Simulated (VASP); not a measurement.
# Mo (Im-3m) in VASP: a series of runs

Mo is run at these levels: PBE+D3(BJ); tasks: single point, relaxation of cell and atoms.

Program: VASP 6.6.1. These are calculated values, not measurements. Logs are shortened: lines on timing, memory, paths and dates and some standing lists are left out, and cuts for length are marked.

### Step 1. The cell of the first run

The structure is cubic, space group Im-3m (No. 229). The conventional cell has a = 3.130 Å, b = 3.130 Å, c = 3.130 Å, α = 90.00°, β = 90.00°, γ = 90.00°. Mo (site symmetry m-3m) has 14 Mo at 2.71 to 3.13 Å within 3.6 Å.

### Step 2. Single point, PBE+D3(BJ)

INCAR

```
PREC = Accurate
ENCUT = 520
EDIFF = 1E-6
ISMEAR = 0
SIGMA = 0.1
LREAL = F
LASPH = T
NELM = 100
ALGO = Normal
ISIF = 2
LWAVE = F
LCHARG = F
GGA = PE
IVDW = 12
NBANDS = 13
```

KPOINTS

```
regular mesh
0
Gamma
  18 18 18
```

POSCAR

```
Mo
1.0
   -1.5650337310      1.5650337310      1.5650337310
    1.5650337310     -1.5650337310      1.5650337310
    1.5650337310      1.5650337310     -1.5650337310
Mo
1
Direct
    0.0000000000      0.0000000000      0.0000000000
```

Potentials or basis: VASP PAW PBE potentials, release 64 (Mo_sv).

On the command line:

```
$ cat potpaw_PBE.64/Mo_sv/POTCAR > POTCAR
$ mpirun -np 1 vasp_std > vasp.out
```

OUTCAR:

```text
PREC = Accurate
   ENCUT = 520
   EDIFF = 1E-6
   ISMEAR = 0
   LREAL = F
   LASPH = T
   NELM = 100
   ISIF = 2
   GGA = PE
   IVDW = 12
 IVDW          = 12

 ion  position               nearest neighbor table
   1  0.000  0.000  0.000-

  LATTYP: Found a body centered cubic cell.
 ALAT       =     3.1300674620

  Lattice vectors:

 A1 = (  -1.5650337310,   1.5650337310,   1.5650337310)
 A2 = (   1.5650337310,  -1.5650337310,   1.5650337310)
 A3 = (   1.5650337310,   1.5650337310,  -1.5650337310)

Analysis of symmetry for initial positions (statically):
=====================================================================
 Subroutine PRICEL returns:
 Original cell was already a primitive cell.

 Routine SETGRP: Setting up the symmetry group for a
 body centered cubic supercell.

 Subroutine GETGRP returns: Found 48 space group operations
 (whereof 48 operations were pure point group operations)
 out of a pool of 48 trial point group operations.

The static configuration has the point symmetry O_h .

Analysis of symmetry for dynamics (positions and initial velocities):
=====================================================================
 Subroutine PRICEL returns:
 Original cell was already a primitive cell.

 Routine SETGRP: Setting up the symmetry group for a
 body centered cubic supercell.

 Subroutine GETGRP returns: Found 48 space group operations
 (whereof 48 operations were pure point group operations)
 out of a pool of 48 trial point group operations.

The dynamic configuration has the point symmetry O_h .

 Subroutine INISYM returns: Found 48 space group operations
 (whereof 48 operations are pure point group operations),
 and found     1 'primitive' translations

----------------------------------------------------------------------------------------

                                     Primitive cell

  volume of cell :      15.3331

  direct lattice vectors                    reciprocal lattice vectors
    -1.565033731  1.565033731  1.565033731     0.000000000  0.319481932  0.319481932
     1.565033731 -1.565033731  1.565033731     0.319481932  0.000000000  0.319481932
     1.565033731  1.565033731 -1.565033731     0.319481932  0.319481932  0.000000000

  length of vectors
     2.710717938  2.710717938  2.710717938     0.451815681  0.451815681  0.451815681

  position of ions in fractional coordinates (direct lattice)
     0.000000000  0.000000000  0.000000000

  ion indices of the primitive-cell ions
   primitive index   ion index
                 1           1

----------------------------------------------------------------------------------------

 KPOINTS: regular mesh

Automatic generation of k-mesh.
 Grid dimensions read from file:
 generate k-points for:   18   18   18

 Generating k-lattice:

  Cartesian coordinates                     Fractional coordinates (reciprocal lattice)
     0.000000000  0.017748996  0.017748996     0.055555556  0.000000000  0.000000000
     0.017748996  0.000000000  0.017748996     0.000000000  0.055555556  0.000000000
     0.017748996  0.017748996  0.000000000     0.000000000  0.000000000  0.055555556

  Length of vectors
     0.025100871  0.025100871  0.025100871

  Shift w.r.t. Gamma in fractional coordinates (k-lattice)
     0.000000000  0.000000000  0.000000000

 Subroutine IBZKPT returns following result:
 ===========================================

 Found    195 irreducible k-points:

 Following reciprocal coordinates:
            Coordinates               Weight
  0.000000  0.000000  0.000000      1.000000
  0.055556  0.000000  0.000000     12.000000
  0.111111  0.000000  0.000000     12.000000
  0.166667  0.000000  0.000000     12.000000
  0.222222  0.000000  0.000000     12.000000
  0.277778  0.000000  0.000000     12.000000
[... 16 lines left out ...]
  0.333333  0.111111  0.000000     48.000000
  0.388889  0.111111  0.000000     48.000000
 [... further k-points ...]
   k-points           NKPTS =    195   k-points in BZ     NKDIM =    195   number of bands    NBANDS=     13
   number of dos      NEDOS =    301   number of ions     NIONS =      1
   total plane-waves  NPLWV =   8000
   dimension x,y,z NGX =    20 NGY =   20 NGZ =   20
   dimension x,y,z NGXF=    40 NGYF=   40 NGZF=   40
   ions per type =               1
   NGX,Y,Z   is equivalent  to a cutoff of  12.27, 12.27, 12.27 a.u.
   NGXF,Y,Z  is equivalent  to a cutoff of  24.53, 24.53, 24.53 a.u.
 SYSTEM =  unknown system
   PREC   = accura    normal or accurate (medium, high low for compatibility)
   ISTART =      0    job   : 0-new  1-cont  2-samecut
   ICHARG =      2    charge: 1-file 2-atom 10-const
   ISPIN  =      1    spin polarized calculation?
   LNONCOLLINEAR =      F non collinear calculations
   LSORBIT =      F    spin-orbit coupling
   LASPH  =      T    aspherical Exc in radial PAW
   ENCUT  =  520.0 eV  38.22 Ry    6.18 a.u.   5.04  5.04  5.04*2*pi/ulx,y,z
   NELM   =    100;   NELMIN=  2; NELMDL= -5     # of ELM steps
   EDIFF  = 0.1E-05   stopping-criterion for ELM
   LREAL  =      F    real-space projection
   EDIFFG = 0.1E-04   stopping-criterion for IOM
   NSW    =      0    number of steps for IOM
   IBRION =     -1    ionic relax: 0-MD 1-quasi-New 2-CG
   NFREE  =      0    steps in history (QN), initial steepest desc. (CG)
   ISIF   =      2    stress and relaxation
   ISYM   =      2    0-nonsym 1-usesym 2-fastsym
   POTIM  = 0.5000    time-step for ionic-motion
   TEBEG  =    0.0;   TEEND  =   0.0 temperature during run
   PSTRESS=    0.0 pullay stress
   NELECT =      14.0000    total number of electrons
   NUPDOWN=      -1.0000    fix difference up-down
   EMIN   =  10.00;   EMAX   =-10.00  energy-range for DOS
   EFERMI =   0.00;   METHOD = LEGACY
   ISMEAR =     0;   SIGMA  =   0.10  broadening in eV -4-tet -1-fermi 0-gaus
   EFERMI_NEDOS =   21; number of points for ismear=-14 and -15
   IALGO  =     38    algorithm
   IMIX   =      4    mixing-type and parameters
     AMIX     =   0.40;   BMIX     =  1.00
     AMIX_MAG =   1.60;   BMIX_MAG =  1.00
  volume/ion in A,a.u.               =      15.33       103.47
  Fermi-wavevector in a.u.,A,eV,Ry     =   1.588207  3.001276 34.319362  2.522402
  Thomas-Fermi vector in A             =   2.687246
   LORBIT       =      0    0 simple, 1 ext, 2 COOP (PROOUT), +10 PAW based schemes
   GGA     = PE    functional components
   LHFCALC =     F    Hartree Fock is set to
   AEXX    =    0.0000 exact exchange contribution
   IVDW    =    12    specifies the selected vdW correction
   LEPSILON=     F    determine dielectric tensor
   LRPA    =     F    only Hartree local field effects (RPA)
 non-spin polarized calculation
 Gauss-broadening in eV      SIGMA  =   0.10
  energy-cutoff  :      520.00
  volume of cell :       15.33
 maximum number of plane-waves:       426
   NGX =  9   NGY =  9   NGZ =  9

 number of electron      13.9999998 magnetization

 Free energy of the ion-electron system (eV)
  ---------------------------------------------------
  ext. energy  EPLUGINS =         0.00000000
  ---------------------------------------------------
  free energy    TOTEN  =       -10.92226245 eV

  energy without entropy =      -10.91995578  energy(sigma->0) =      -10.92110911

 E-fermi :  12.9315     XC(G=0): -13.4997

 val. band max:       12.9257707811   @ k =  -0.3889   0.4444   0.2778
 cond. band min:      12.9464220366   @ k =   0.3889   0.1111   0.0000
 fundamental gap:      0.0206512555
 Fermi energy:        12.9315273509

 k-point     1 :       0.0000    0.0000    0.0000
  band No.  band energies     occupation
      1     -48.3779      2.00000
      2     -21.5982      2.00000
      3     -21.5982      2.00000
      4     -21.5982      2.00000
      5       5.6083      2.00000
      6      11.5047      2.00000
      7      11.5047      2.00000
      8      11.5047      2.00000
      9      14.6029      0.00000
     10      14.6029      0.00000
     11      27.7672      0.00000
     12      27.7672      0.00000
     13      27.7672      0.00000

 k-point     2 :       0.0556    0.0000    0.0000
  band No.  band energies     occupation
      1     -48.3695      2.00000
      2     -21.6465      2.00000
      3     -21.6130      2.00000
      4     -21.5986      2.00000
      5       5.7486      2.00000
      6      11.4246      2.00000
      7      11.4919      2.00000
      8      11.6363      2.00000
      9      14.4822      0.00000
     10      14.6046      0.00000
     11      27.8749      0.00000
     12      28.0036      0.00000
     13      28.0535      0.00000

 k-point     3 :       0.1111    0.0000    0.0000
  band No.  band energies     occupation
      1     -48.3452      2.00000
      2     -21.7840      2.00000
      3     -21.6554      2.00000
      4     -21.5997      2.00000
      5       6.1483      2.00000
      6      11.2023      2.00000
      7      11.4355      2.00000
      8      12.0260      2.00000
      9      14.2173      0.00000
     10      14.6151      0.00000
     11      28.1350      0.00000
     12      28.6928      0.00000
     13      28.7693      0.00000
[... 305 lines left out ...]
 k-point    23 :       0.3333    0.1111    0.0000
  band No.  band energies     occupation
      1     -48.1157      2.00000
      2     -22.8904      2.00000
      3     -22.0636      2.00000
      4     -21.6737      2.00000
      5       8.0368      2.00000
      6       9.7058      2.00000
      7      12.3042      2.00000
      8      14.3854      0.00000
      9      15.4244      0.00000
     10      17.5459      0.00000
     11      25.7672      0.00000
     12      26.5423      0.00000
     13      31.1107      0.00000

 k-point    24 :       0.3889    0.1111    0.0000
  band No.  band energies     occupation
      1     -48.0918      2.00000
      2     -22.9936      2.00000
      3     -22.1128      2.00000
      4     -21.6759      2.00000
      5       7.8904      2.00000
      6       9.5759      2.00000
      7      12.9464      0.83317
      8      14.5112      0.00000
      9      15.6867      0.00000
     10      18.4440      0.00000
     11      24.8840      0.00000
     12      25.7913      0.00000
     13      30.1748      0.00000

 [... further k-points ...]

------------------------ aborting loop because EDIFF is reached ----------------------------------------

 Edisp (eV)   -0.72838

 E8    (eV) :    -0.3434

  FORCE on cell =-STRESS in cart. coord.  units (eV):
  Direction    XX          YY          ZZ          XY          YZ          ZX
  --------------------------------------------------------------------------------------
  -------------------------------------------------------------------------------------
  Total       0.06005     0.06005     0.06005    -0.00000    -0.00000     0.00000
  in kB       6.27459     6.27459     6.27459    -0.00000    -0.00000     0.00000
  external pressure =        6.27 kB  Pullay stress =        0.00 kB

 VOLUME and BASIS-vectors are now :
 -----------------------------------------------------------------------------
  energy-cutoff  :      520.00
  volume of cell :       15.33
      direct lattice vectors                 reciprocal lattice vectors
    -1.565033731  1.565033731  1.565033731     0.000000000  0.319481932  0.319481932
     1.565033731 -1.565033731  1.565033731     0.319481932  0.000000000  0.319481932
     1.565033731  1.565033731 -1.565033731     0.319481932  0.319481932  0.000000000

 POSITION                                       TOTAL-FORCE (eV/Angst)
 -----------------------------------------------------------------------------------
      0.00000      0.00000      0.00000         0.000000      0.000000      0.000000
 -----------------------------------------------------------------------------------
    total drift:                                0.000000      0.000000      0.000000

  FREE ENERGIE OF THE ION-ELECTRON SYSTEM (eV)
  ---------------------------------------------------
  free  energy   TOTEN  =       -11.6506418448 eV

  energy  without entropy=      -11.6483351759  energy(sigma->0) =      -11.64948851
```

Run time: 10 s. Hardware: 1 thread of Intel Xeon 6975P-C (Granite Rapids), shared host; peak memory 0.16 GiB.

Results:

```yaml
Free_energy: -11.6506 eV
Pressure: 0.6 GPa
Band_gap_on_the_k_mesh: zero (band 7 reaches 17.00 eV, above the bottom of band 8 at 11.50 eV)
Dispersion_energy_per_atom: -0.728 eV
```

Levels at points of the mesh, in eV from the Fermi level:
```csv
k point,band 5,band 6,band 7,band 8,band 9,band 10
"(0.00, 0.00, 0.00)",-7.32,-1.43,-1.43,-1.43,1.67,1.67
"(0.50, 0.00, 0.00)",-5.47,-3.52,1.68,1.71,2.36,4.85
"(0.50, 0.50, 0.50)",-5.62,-5.62,4.07,4.07,4.07,9.19
```

Caveat: pairwise dispersion overbinds metals, which lowers pressure and volume.

(Part 1 of 2 ends here.)
